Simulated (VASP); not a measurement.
# Tl (P6/mmm) in VASP: further runs, part 3 of 3

VASP 6.6.1. Earlier steps stand in the parts before.

## 6. Single point, PBE

File INCAR:

```
  PREC = Accurate
  ENCUT = 520
  EDIFF = 1E-6
  ISMEAR = -1
  SIGMA = 0.1
  LREAL = F
  LASPH = T
  NELM = 100
  ALGO = Normal
  ISIF = 2
  LWAVE = F
  LCHARG = F
  GGA = PE
  NBANDS = 26
```

File KPOINTS:

```
regular mesh
0
Gamma
  9 9 12
```

File POSCAR:

```
Tl
1.0
    5.6325226833      0.0000000000      0.0000000000
   -2.8162613417      4.8779077312      0.0000000000
    0.0000000000      0.0000000000      3.4616201743
Tl
3
Direct
    1.0000000000      0.0000000000      0.0000000000
    0.3333333333      0.6666666667      0.5000000000
    0.6666666667      0.3333333333      0.5000000000
```

Potentials or basis: VASP PAW PBE potentials, release 64 (Tl_d).

On the command line:

```bash
cat potpaw_PBE.64/Tl_d/POTCAR > POTCAR
mpirun -np 1 vasp_std > vasp.out
```

OUTCAR:

```text
PREC = Accurate
   ENCUT = 520
   EDIFF = 1E-6
   ISMEAR = -1
   LREAL = F
   LASPH = T
   NELM = 100
   ISIF = 2
   GGA = PE

 ion  position               nearest neighbor table
   1  0.000  0.000  0.000-   2 3.68   3 3.68   2 3.68   3 3.68   3 3.68   3 3.68   2 3.68   2 3.68
                             3 3.68   3 3.68   2 3.68   2 3.68
   2  0.333  0.667  0.500-   3 3.25   3 3.25   3 3.25   1 3.68   1 3.68   1 3.68   1 3.68   1 3.68
                             1 3.68
   3  0.667  0.333  0.500-   2 3.25   2 3.25   2 3.25   1 3.68   1 3.68   1 3.68   1 3.68   1 3.68
                             1 3.68

  LATTYP: Found a hexagonal cell.
 ALAT       =     5.6325226833
 C/A-ratio  =     0.6145772275

  Lattice vectors:

 A1 = (   5.6325226833,   0.0000000000,   0.0000000000)
 A2 = (  -2.8162613417,   4.8779077312,   0.0000000000)
 A3 = (   0.0000000000,   0.0000000000,   3.4616201743)

Analysis of symmetry for initial positions (statically):
=====================================================================
 Subroutine PRICEL returns:
 Original cell was already a primitive cell.

 Routine SETGRP: Setting up the symmetry group for a
 hexagonal supercell.

 Subroutine GETGRP returns: Found 24 space group operations
 (whereof 24 operations were pure point group operations)
 out of a pool of 24 trial point group operations.

The static configuration has the point symmetry D_6h.

Analysis of symmetry for dynamics (positions and initial velocities):
=====================================================================
 Subroutine PRICEL returns:
 Original cell was already a primitive cell.

 Routine SETGRP: Setting up the symmetry group for a
 hexagonal supercell.

 Subroutine GETGRP returns: Found 24 space group operations
 (whereof 24 operations were pure point group operations)
 out of a pool of 24 trial point group operations.

[... 116 lines left out ...]
   EFERMI =   0.00;   METHOD = LEGACY
   ISMEAR =    -1;   SIGMA  =   0.10  broadening in eV -4-tet -1-fermi 0-gaus
   EFERMI_NEDOS =   21; number of points for ismear=-14 and -15
   IALGO  =     38    algorithm
   IMIX   =      4    mixing-type and parameters
     AMIX     =   0.40;   BMIX     =  1.00
     AMIX_MAG =   1.60;   BMIX_MAG =  1.00
  volume/ion in A,a.u.               =      31.70       213.94
  Fermi-wavevector in a.u.,A,eV,Ry     =   1.216254  2.298387 20.126751  1.479274
  Thomas-Fermi vector in A             =   2.351614
   LORBIT       =      0    0 simple, 1 ext, 2 COOP (PROOUT), +10 PAW based schemes
   GGA     = PE    functional components
   LHFCALC =     F    Hartree Fock is set to
   AEXX    =    0.0000 exact exchange contribution
   IVDW    =     0    specifies the selected vdW correction
   LEPSILON=     F    determine dielectric tensor
   LRPA    =     F    only Hartree local field effects (RPA)
 non-spin polarized calculation
  energy-cutoff  :      520.00
  volume of cell :       95.11
 maximum number of plane-waves:      2593
 NGX is ok and might be reduce to    42
   NGX = 21   NGY = 21   NGZ = 13

 number of electron      38.9999991 magnetization

 Free energy of the ion-electron system (eV)
  ---------------------------------------------------
  ext. energy  EPLUGINS =         0.00000000
  ---------------------------------------------------
  free energy    TOTEN  =        -6.65944145 eV

  energy without entropy =       -6.60775806  energy(sigma->0) =       -6.63359976

 E-fermi :   5.5880     XC(G=0):  -9.6773

 val. band max:        5.5857358360   @ k =   0.3333   0.1111   0.5000
 cond. band min:       5.6837901785   @ k =   0.3333   0.2222   0.3333
 fundamental gap:      0.0980543425
 Fermi energy:         5.5879871784

 k-point     1 :       0.0000    0.0000    0.0000
  band No.  band energies     occupation
      1      -6.2721      2.00000
      2      -5.9837      2.00000
      3      -5.9696      2.00000
      4      -5.9696      2.00000
      5      -5.9532      2.00000
      6      -5.8213      2.00000
[... 685 lines left out ...]
     25      12.4923      0.00000
     26      12.4957      0.00000

 [... further k-points ...]

------------------------ aborting loop because EDIFF is reached ----------------------------------------

  FORCE on cell =-STRESS in cart. coord.  units (eV):
  Direction    XX          YY          ZZ          XY          YZ          ZX
  --------------------------------------------------------------------------------------
  -------------------------------------------------------------------------------------
  Total        0.3062697      0.3062697     -0.4313753     -0.0000000     -0.0000000     -0.0000000
  in kB        5.1593933      5.1593933     -7.2669122     -0.0000000     -0.0000000     -0.0000000
  external PRESSURE =       1.0172915 kB  Pullay stress =       0.0000000 kB

 VOLUME and BASIS-vectors are now :
 -----------------------------------------------------------------------------
  energy-cutoff  :      520.00
  volume of cell :       95.11
      direct lattice vectors                 reciprocal lattice vectors
     5.632522683  0.000000000  0.000000000     0.177540341  0.102502964  0.000000000
    -2.816261342  4.877907731  0.000000000     0.000000000  0.205005928  0.000000000
     0.000000000  0.000000000  3.461620174     0.000000000  0.000000000  0.288882070

 POSITION                                       TOTAL-FORCE (eV/Angst)
 -----------------------------------------------------------------------------------
      0.00000      0.00000      0.00000         0.000000      0.000000      0.000000
     -0.00000      3.25194      1.73081        -0.000000      0.000000      0.000000
      2.81626      1.62597      1.73081         0.000000      0.000000      0.000000
 -----------------------------------------------------------------------------------
    total drift:                               -0.000000      0.000000     -0.000000

  FREE ENERGIE OF THE ION-ELECTRON SYSTEM (eV)
  ---------------------------------------------------
  free  energy   TOTEN  =        -6.6594414523 eV

  energy  without entropy=       -6.6077580646  energy(sigma->0) =       -6.63359976
```

OSZICAR:

```text
N       E                     dE             d eps       ncg     rms          rms(c)
DAV:   1     0.206547064779E+03    0.20655E+03   -0.20422E+04  4432   0.136E+03
DAV:   2    -0.225622642042E+01   -0.20880E+03   -0.20575E+03  4730   0.308E+02
DAV:   3    -0.669060667502E+01   -0.44344E+01   -0.44074E+01  4980   0.388E+01
DAV:   4    -0.672225098346E+01   -0.31644E-01   -0.31628E-01  4820   0.341E+00
DAV:   5    -0.672273599992E+01   -0.48502E-03   -0.48501E-03  4778   0.440E-01    0.284E+00
DAV:   6    -0.666897281181E+01    0.53763E-01   -0.10520E-01  4592   0.219E+00    0.204E+00
DAV:   7    -0.665987768487E+01    0.90951E-02   -0.41728E-02  4522   0.136E+00    0.820E-01
DAV:   8    -0.665942487455E+01    0.45281E-03   -0.24217E-03  4556   0.348E-01    0.442E-02
DAV:   9    -0.665943299847E+01   -0.81239E-05   -0.35537E-05  5022   0.450E-02    0.174E-02
DAV:  10    -0.665944136550E+01   -0.83670E-05   -0.85268E-06  4564   0.229E-02    0.283E-03
DAV:  11    -0.665944145228E+01   -0.86779E-07   -0.24179E-07  2430   0.476E-03
   1 F= -.66594415E+01 E0= -.66335998E+01  d E =-.516834E-01
```

It took 2.4 min on 1 thread of Oxide Virtual Turin-like, shared host; peak memory 0.27 GiB.

What came out:

- Free energy: -6.6594 eV
- Pressure: 0.1 GPa
- Band gap on the k mesh: zero (an odd number of electrons rules out a gap without spin polarisation)

Caveat: spin-orbit coupling is left out, which moves the levels of the heavy elements.

## 7. Summary

| cell | k mesh | gap on the mesh (eV) | pressure (GPa) |
| --- | --- | --- | --- |
| a = 5.633, b = 5.633, c = 3.462 Å, angles 90.0, 90.0, 120.0°, 3 atoms | 7 × 7 × 10 | none | -0.1 |
| a = 5.707, b = 5.707, c = 3.507 Å, angles 90.0, 90.0, 120.0°, 3 atoms | 7 × 7 × 10 | none | -0.9 |
| a = 5.779, b = 5.779, c = 3.552 Å, angles 90.0, 90.0, 120.0°, 3 atoms | 7 × 7 × 10 | none | -1.6 |
| a = 5.849, b = 5.849, c = 3.595 Å, angles 90.0, 90.0, 120.0°, 3 atoms | 7 × 7 × 10 | none | -2.2 |
| a = 5.633, b = 5.633, c = 3.462 Å, angles 90.0, 90.0, 120.0°, 3 atoms | 9 × 9 × 12 | none | 0.1 |

Alike in all rows: task single point; level PBE; potentials or basis VASP PAW PBE potentials, release 64 (Tl_d); no spin polarisation; cutoff (eV) 520; smearing fermi-dirac 0.1 eV.

Caveats: spin-orbit coupling is left out, which moves the levels of the heavy elements.

Absolute energies hang on the potentials; compare differences alone.

The gap in the log of VASP goes by the Fermi energy; the results here count the filled bands.